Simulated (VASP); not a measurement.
# PtS2 (P-3m1) in VASP: notebook, part 2 of 2

VASP 6.6.1.

## 4. Single point, PBE0

This run uses another cell than the first one, of 21.72 Å³/atom.

POSCAR reads:

```
PtS2
1.0
    3.5284458754      0.0000000000      0.0000000000
   -1.7642229377      3.0557237640      0.0000000000
    0.0000000000      0.0000000000      6.0438239145
Pt S
1 2
Direct
    0.0000000000      0.0000000000      0.0000000000
    0.6666666667      0.3333333333      0.7972503713
    0.3333333333      0.6666666667      0.2027496287
```

INCAR.step1 reads:

```
PREC     = Accurate       # precision mode
ENCUT    = 520            # plane-wave cutoff, eV
EDIFF    = 1E-5           # SCF threshold, eV
ISMEAR   = -1             # smearing method
SIGMA    = 0.05           # smearing width, eV
LREAL    = F              # projectors in reciprocal space
LASPH    = T              # aspherical terms in the spheres
NELM     = 100            # most SCF steps
ALGO     = Normal         # electronic algorithm
ISIF     = 2              # what is computed and relaxed
LWAVE    = T              # write WAVECAR
LCHARG   = F              # write CHGCAR
GGA      = PE             # functional
NBANDS   = 18             # bands
```

INCAR.step2 reads:

```
PREC     = Accurate       # precision mode
ENCUT    = 520            # plane-wave cutoff, eV
EDIFF    = 1E-7           # SCF threshold, eV
ISMEAR   = -1             # smearing method
SIGMA    = 0.05           # smearing width, eV
LREAL    = F              # projectors in reciprocal space
LASPH    = T              # aspherical terms in the spheres
NELM     = 100            # most SCF steps
ALGO     = Normal         # electronic algorithm
ISIF     = 2              # what is computed and relaxed
LWAVE    = F              # write WAVECAR
LCHARG   = F              # write CHGCAR
GGA      = PE             # functional
LHFCALC  = T              # exact exchange
AEXX     = 0.25           # exact-exchange fraction
PRECFOCK = Normal       
ISTART   = 1            
NBANDS   = 18             # bands
```

KPOINTS reads:

```
Automatic mesh
0
Gamma
  4 4 4
```

Potentials or basis: VASP PAW PBE potentials, release 64 (Pt, S).

On the command line:

```console
> cat potpaw_PBE.64/Pt/POTCAR potpaw_PBE.64/S/POTCAR > POTCAR
> cp INCAR.step1 INCAR
> mpirun -np 1 vasp_std > vasp.out
> cp INCAR.step2 INCAR
> mpirun -np 1 vasp_std > vasp.out
```

OUTCAR:

```text
PREC = Accurate
   ENCUT = 520
   EDIFF = 1E-7
   ISMEAR = -1
   LREAL = F
   LASPH = T
   NELM = 100
   ISIF = 2
   GGA = PE
   LHFCALC = T
   AEXX = 0.25
   PRECFOCK = Normal
   ISTART = 1

 ion  position               nearest neighbor table
   1  0.000  0.000  0.000-   2 2.38   3 2.38   2 2.38   3 2.38   2 2.38   3 2.38
   2  0.667  0.333  0.797-   1 2.38   1 2.38   1 2.38
   3  0.333  0.667  0.203-   1 2.38   1 2.38   1 2.38

  LATTYP: Found a hexagonal cell.
 ALAT       =     3.5284458754
 C/A-ratio  =     1.7128855388

  Lattice vectors:

 A1 = (   3.5284458754,   0.0000000000,   0.0000000000)
 A2 = (  -1.7642229377,   3.0557237640,   0.0000000000)
 A3 = (   0.0000000000,   0.0000000000,   6.0438239145)

Analysis of symmetry for initial positions (statically):
=====================================================================
 Subroutine PRICEL returns:
 Original cell was already a primitive cell.

 Routine SETGRP: Setting up the symmetry group for a
 hexagonal supercell.

 Subroutine GETGRP returns: Found 12 space group operations
 (whereof 12 operations were pure point group operations)
 out of a pool of 24 trial point group operations.

The static configuration has the point symmetry D_3d.

Analysis of symmetry for dynamics (positions and initial velocities):
=====================================================================
 Subroutine PRICEL returns:
 Original cell was already a primitive cell.

 Routine SETGRP: Setting up the symmetry group for a
 hexagonal supercell.

 Subroutine GETGRP returns: Found 12 space group operations
 (whereof 12 operations were pure point group operations)
 out of a pool of 24 trial point group operations.

The dynamic configuration has the point symmetry D_3d.

 Subroutine INISYM returns: Found 12 space group operations
 (whereof 12 operations are pure point group operations),
 and found     1 'primitive' translations

----------------------------------------------------------------------------------------

                                     Primitive cell

  volume of cell :      65.1642

  direct lattice vectors                    reciprocal lattice vectors
     3.528445875  0.000000000  0.000000000     0.283410894  0.163627356  0.000000000
    -1.764222938  3.055723764  0.000000000     0.000000000  0.327254712  0.000000000
     0.000000000  0.000000000  6.043823914     0.000000000  0.000000000  0.165458163

  length of vectors
     3.528445875  3.528445875  6.043823914     0.327254712  0.327254712  0.165458163

  position of ions in fractional coordinates (direct lattice)
     0.000000000  0.000000000  0.000000000
     0.666666667  0.333333333  0.797250371
     0.333333333  0.666666667  0.202749629

  ion indices of the primitive-cell ions
   primitive index   ion index
                 1           1
                 2           2
[... 31 lines left out ...]
  0.250000  0.000000  0.000000      6.000000
  0.500000  0.000000  0.000000      3.000000
  0.250000  0.250000  0.000000      6.000000
  0.000000  0.000000  0.250000      2.000000
  0.250000  0.000000  0.250000      6.000000
  0.000000  0.250000  0.250000      6.000000
  0.500000  0.000000  0.250000      6.000000
  0.250000  0.250000  0.250000     12.000000
  0.000000  0.000000  0.500000      1.000000
  0.250000  0.000000  0.500000      6.000000
  0.500000  0.000000  0.500000      3.000000
  0.250000  0.250000  0.500000      6.000000
   k-points           NKPTS =     13   k-points in BZ     NKDIM =     64   number of bands    NBANDS=     18
   number of dos      NEDOS =    301   number of ions     NIONS =      3
   total plane-waves  NPLWV =  37632
   dimension x,y,z NGX =    28 NGY =   28 NGZ =   48
   dimension x,y,z NGXF=    56 NGYF=   56 NGZF=   96
   ions per type =               1   2
   NGX,Y,Z   is equivalent  to a cutoff of  13.19, 13.19, 13.20 a.u.
   NGXF,Y,Z  is equivalent  to a cutoff of  26.38, 26.38, 26.41 a.u.
 SYSTEM =  unknown system
   PREC   = accura    normal or accurate (medium, high low for compatibility)
   ISTART =      1    job   : 0-new  1-cont  2-samecut
   ICHARG =      0    charge: 1-file 2-atom 10-const
   ISPIN  =      1    spin polarized calculation?
   LNONCOLLINEAR =      F non collinear calculations
   LSORBIT =      F    spin-orbit coupling
   LASPH  =      T    aspherical Exc in radial PAW
   ENCUT  =  520.0 eV  38.22 Ry    6.18 a.u.   6.56  6.56 11.24*2*pi/ulx,y,z
   NELM   =    100;   NELMIN=  2; NELMDL=  0     # of ELM steps
   EDIFF  = 0.1E-06   stopping-criterion for ELM
   LREAL  =      F    real-space projection
   EDIFFG = 0.1E-05   stopping-criterion for IOM
   NSW    =      0    number of steps for IOM
   IBRION =     -1    ionic relax: 0-MD 1-quasi-New 2-CG
   NFREE  =      0    steps in history (QN), initial steepest desc. (CG)
   ISIF   =      2    stress and relaxation
   ISYM   =      3    0-nonsym 1-usesym 2-fastsym
   POTIM  = 0.5000    time-step for ionic-motion
   TEBEG  =    0.0;   TEEND  =   0.0 temperature during run
   PSTRESS=    0.0 pullay stress
   NELECT =      22.0000    total number of electrons
   NUPDOWN=      -1.0000    fix difference up-down
   EMIN   =  10.00;   EMAX   =-10.00  energy-range for DOS
   EFERMI =   0.00;   METHOD = LEGACY
   ISMEAR =    -1;   SIGMA  =   0.05  broadening in eV -4-tet -1-fermi 0-gaus
   EFERMI_NEDOS =   21; number of points for ismear=-14 and -15
   IALGO  =     38    algorithm
   IMIX   =      1    mixing-type and parameters
     AMIX     =   0.40;   BMIX     =  1.00
     AMIX_MAG =   1.60;   BMIX_MAG =  1.00
  volume/ion in A,a.u.               =      21.72       146.58
  Fermi-wavevector in a.u.,A,eV,Ry     =   1.139933  2.154161 17.680049  1.299447
  Thomas-Fermi vector in A             =   2.276636
   LORBIT       =      0    0 simple, 1 ext, 2 COOP (PROOUT), +10 PAW based schemes
   GGA     = PE    functional components
   LHFCALC =     T    Hartree Fock is set to
   PRECFOCK=normal    Normal, Fast or Accurate (Low or Medium for compatibility)
   ENCUT4O =  -1.0   cutoff for four orbital integrals eV
   NKREDX  =     1    reduce k-point grid by
   NKREDY  =     1    reduce k-point grid by
   NKREDZ  =     1    reduce k-point grid by
   AEXX    =    0.2500 exact exchange contribution
   HFSCREEN=    0.0000 screening length (either q_TF or 0.3 A-1)
   HFSCREENC=   0.0000 screening length for correlation (either q_TF or 0.3 A-1)
   ENCUTFOCK=  -1.0 apply spherical cutoff to Coloumb kernel
   IVDW    =     0    specifies the selected vdW correction
   LEPSILON=     F    determine dielectric tensor
   LRPA    =     F    only Hartree local field effects (RPA)
 non-spin polarized calculation
  energy-cutoff  :      520.00
  volume of cell :       65.16
 maximum number of plane-waves:      1798
 NGX is ok and might be reduce to    28
  NGX = 20; NGY = 20; NGZ = 36

 number of electron      22.0000003 magnetization

 Free energy of the ion-electron system (eV)
  ---------------------------------------------------
  ext. energy  EPLUGINS =         0.00000000
  ---------------------------------------------------
  free energy    TOTEN  =       -20.31966313 eV

  energy without entropy =      -20.31966313  energy(sigma->0) =      -20.31966313

 E-fermi :   4.1731     XC(G=0):  -7.4581

 val. band max:        3.0754366437   @ k =   0.0000   0.2500   0.2500
 cond. band min:       6.1149719958   @ k =   0.0000   0.2500   0.2500
 fundamental gap:      3.0395353521
 Fermi energy:         4.1730648494

 k-point     1 :       0.0000    0.0000    0.0000
  band No.  band energies     occupation
      1     -12.7254      2.00000
      2     -10.0790      2.00000
      3      -3.4175      2.00000
      4      -3.3542      2.00000
      5      -3.3542      2.00000
      6      -0.7553      2.00000
[... 250 lines left out ...]
      5      -2.1370      2.00000
      6      -1.4357      2.00000
[... 10 lines left out ...]
     17      14.1999      0.00000
     18      15.8181      0.00000

------------------------ aborting loop because EDIFF is reached ----------------------------------------

  FORCE on cell =-STRESS in cart. coord.  units (eV):
  Direction    XX          YY          ZZ          XY          YZ          ZX
  --------------------------------------------------------------------------------------
  -------------------------------------------------------------------------------------
  Total       -0.1997586     -0.1997586     -0.1645276     -0.0000000      0.0000000     -0.0000000
  in kB       -4.9114163     -4.9114163     -4.0452006     -0.0000000      0.0000000     -0.0000000
  external PRESSURE =      -4.6226777 kB  Pullay stress =       0.0000000 kB

 VOLUME and BASIS-vectors are now :
 -----------------------------------------------------------------------------
  energy-cutoff  :      520.00
  volume of cell :       65.16
      direct lattice vectors                 reciprocal lattice vectors
     3.528445875  0.000000000  0.000000000     0.283410894  0.163627356  0.000000000
    -1.764222938  3.055723764  0.000000000     0.000000000  0.327254712  0.000000000
     0.000000000  0.000000000  6.043823914     0.000000000  0.000000000  0.165458163

 POSITION                                       TOTAL-FORCE (eV/Angst)
 -----------------------------------------------------------------------------------
      0.00000      0.00000      0.00000        -0.000000      0.000000      0.000000
      1.76422      1.01857      4.81844         0.000000      0.000000      0.042618
     -0.00000      2.03715      1.22538        -0.000000     -0.000000     -0.042618
 -----------------------------------------------------------------------------------
    total drift:                                0.000000      0.000000      0.000000

  FREE ENERGIE OF THE ION-ELECTRON SYSTEM (eV)
  ---------------------------------------------------
  free  energy   TOTEN  =       -20.3196631280 eV

  energy  without entropy=      -20.3196631279  energy(sigma->0) =      -20.31966313
```

Wall time 16 min (1 thread of AMD EPYC 7R13 (Zen 3), shared host); peak memory 0.18 GiB.

What came out:

- Free energy: -20.3197 eV
- Pressure: -0.5 GPa
- Largest force: 0.043 eV/Å
- Band gap on the k mesh: 3.04 eV

Forces in eV/Å, atoms in the order of the input:
```
Pt   0.000  0.000  0.000
S    0.000  0.000  0.043
S    0.000  0.000 -0.043
```

Caveat: the k points lie up to 0.51 Å⁻¹ apart; the PAW data sets were made with another functional, which shifts forces and pressure a little; spin-orbit coupling is left out, which moves the levels of the heavy elements; this functional lacks dispersion, which binds the layers, so the pressure and a relaxed spacing across them are unreliable.

## 5. Single point, PBEsol

INCAR reads:

```
ALGO     = Normal         # electronic algorithm
EDIFF    = 1E-6           # SCF threshold, eV
ENCUT    = 520            # plane-wave cutoff, eV
GGA      = PS             # functional
ISIF     = 2              # what is computed and relaxed
ISMEAR   = -1             # smearing method
LASPH    = T              # aspherical terms in the spheres
LCHARG   = F              # write CHGCAR
LREAL    = F              # projectors in reciprocal space
LWAVE    = F              # write WAVECAR
NBANDS   = 18             # bands
NELM     = 100            # most SCF steps
PREC     = Accurate       # precision mode
SIGMA    = 0.05           # smearing width, eV
```

KPOINTS reads:

```
k-points
0
Gamma
  7 7 5
```

POSCAR reads:

```
PtS2
1.0
    3.5432000000      0.0000000000      0.0000000000
   -1.7716000000      3.0685012107      0.0000000000
    0.0000000000      0.0000000000      5.0388000000
Pt S
1 2
Direct
    0.0000000000      0.0000000000      0.0000000000
    0.6666666667      0.3333333333      0.7730000000
    0.3333333333      0.6666666667      0.2270000000
```

On the command line:

```console
> cat potpaw_PBE.64/Pt/POTCAR potpaw_PBE.64/S/POTCAR > POTCAR
> mpirun -np 1 vasp_std > vasp.out
```

It took 39 s on 1 thread of Intel Xeon 8259CL, shared host; peak memory 0.19 GiB.

Results (log left out):

- Free energy: -16.9296 eV
- Pressure: 6.1 GPa
- Largest force: 0.932 eV/Å
- Band gap on the k mesh: 0.82 eV (least direct gap 1.11 eV)

Forces in eV/Å, atoms in the order of the input:
```
Pt   0.000  0.000  0.000
S    0.000  0.000 -0.932
S    0.000  0.000  0.932
```

Stress tensor (GPa, compression positive):
```
6.30 0.00 0.00
0.00 6.30 0.00
0.00 0.00 5.75
```

Levels at points of the mesh, in eV from the valence-band top:
| k point | band 8 | band 9 | band 10 | band 11 | band 12 | band 13 | band 14 | band 15 |
| --- | --- | --- | --- | --- | --- | --- | --- | --- |
| (0.00, 0.00, 0.00) | -1.81 | -1.14 | -1.14 | -0.12 | 2.45 | 2.45 | 4.66 | 5.61 |

Caveat: the cell stands under pressure; the PAW data sets were made with another functional, which shifts forces and pressure a little; spin-orbit coupling is left out, which moves the levels of the heavy elements; an odd mesh through Γ misses points on the zone boundary, where band edges can lie. A hybrid or GW would open this gap; PBEsol tends to underestimate it.

## 6. Single point, LDA (17.17 Å³/atom)

This run uses another cell than the first one, of 17.17 Å³/atom.

INCAR reads:

```
SYSTEM = PtS2
ALGO = Normal
EDIFF = 1E-6
ENCUT = 520
GGA = CA
ISIF = 2
ISMEAR = -1
LASPH = .TRUE.
LCHARG = .FALSE.
LREAL = .FALSE.
LWAVE = .FALSE.
NBANDS = 18
NELM = 60
PREC = Accurate
SIGMA = 0.05
```

KPOINTS reads:

```
k-points
0
G
  9 9 5
  0 0 0
```

POSCAR reads:

```
PtS2
1.0
    3.4708695004      0.0000000000      0.0000000000
   -1.7354347502      3.0058611606      0.0000000000
    0.0000000000      0.0000000000      4.9359384846
Pt S
1 2
Direct
    0.0000000000      0.0000000000      0.0000000000
    0.6666666667      0.3333333333      0.7730000000
    0.3333333333      0.6666666667      0.2270000000
```

Potentials or basis: VASP PAW LDA potentials, release 64 (Pt, S).

On the command line:

```console
> cat potpaw_LDA.64/Pt/POTCAR potpaw_LDA.64/S/POTCAR > POTCAR
> mpirun -np 1 vasp_std > vasp.out
```

Wall time 59 s (1 thread of Intel Xeon 8259CL, shared host); peak memory 0.18 GiB.

It converged, with:

- Free energy: -17.9364 eV
- Pressure: 15.2 GPa
- Largest force: 1.841 eV/Å
- Band gap on the k mesh: 0.98 eV (least direct gap 1.03 eV)

Forces in eV/Å, atoms in the order of the input:
```
Pt   0.000  0.000  0.000
S    0.000  0.000 -1.841
S    0.000  0.000  1.841
```

Stress tensor (GPa, compression positive):
```
17.18  0.00  0.00
 0.00 17.18  0.00
 0.00  0.00 11.32
```

Levels at points of the mesh, in eV from the valence-band top:
| k point | band 7 | band 8 | band 9 | band 10 | band 11 | band 12 | band 13 | band 14 | band 15 | band 16 |
| --- | --- | --- | --- | --- | --- | --- | --- | --- | --- | --- |
| (0.00, 0.00, 0.00) | -4.44 | -1.97 | -1.24 | -1.24 | -0.24 | 2.56 | 2.56 | 4.54 | 6.01 | 7.77 |

Caveat: the cell stands under pressure; spin-orbit coupling is left out, which moves the levels of the heavy elements; an odd mesh through Γ misses points on the zone boundary, where band edges can lie; forces of over 1 eV/Å act on the atoms, so gaps and moduli don't describe the material at rest.

## 7. Overview

| level | potentials or basis | cell | k mesh | grid for exact exchange (PRECFOCK) | share of exact exchange | gap on the mesh (eV) | pressure (GPa) | largest force (eV/Å) |
| --- | --- | --- | --- | --- | --- | --- | --- | --- |
| r2SCAN-based global hybrid with 15 % exact exchange | VASP PAW PBE potentials, release 64 (Pt, S) | a = 3.543, b = 3.543, c = 5.039 Å, angles 90.0, 90.0, 120.0°, 3 atoms, atomic positions A | 5 × 5 × 3 | Normal | 0.15 | 2.19 | 6.9 | 1.03 |
| r2SCAN-based global hybrid with 25 % exact exchange | VASP PAW PBE potentials, release 64 (Pt, S) | a = 3.543, b = 3.543, c = 5.039 Å, angles 90.0, 90.0, 120.0°, 3 atoms, atomic positions A | 5 × 5 × 3 | Normal | 0.25 | 2.69 | 5.4 | 0.89 |
| PBE0 | VASP PAW PBE potentials, release 64 (Pt, S) | a = 3.528, b = 3.528, c = 6.044 Å, angles 90.0, 90.0, 120.0°, 3 atoms, atomic positions B | 4 × 4 × 4 | Normal | 0.25 | 3.04 | -0.5 | 0.04 |
| PBEsol | VASP PAW PBE potentials, release 64 (Pt, S) | a = 3.543, b = 3.543, c = 5.039 Å, angles 90.0, 90.0, 120.0°, 3 atoms, atomic positions A | 7 × 7 × 5 | - | - | 0.82 | 6.1 | 0.93 |
| LDA | VASP PAW LDA potentials, release 64 (Pt, S) | a = 3.471, b = 3.471, c = 4.936 Å, angles 90.0, 90.0, 120.0°, 3 atoms, atomic positions A | 9 × 9 × 5 | - | - | 0.98 | 15.2 | 1.84 |

Alike in all rows: task single point; no spin polarisation; cutoff (eV) 520; smearing fermi-dirac 0.05 eV.

Caveats: some runs use coarse meshes; spin-orbit coupling is left out, which moves the levels of the heavy elements; the cell stands under pressure (at least some runs); the PAW data sets were made with another functional, which shifts forces and pressure a little (at least some runs); an odd mesh through Γ misses points on the zone boundary, where band edges can lie (at least some runs); this functional lacks dispersion, which binds the layers, so the pressure and a relaxed spacing across them are unreliable (at least some runs); forces of over 1 eV/Å act on the atoms, so gaps and moduli don't describe the material at rest (at least some runs).

Total energies depend on the potentials used, so only differences within one code and one set of settings carry meaning.
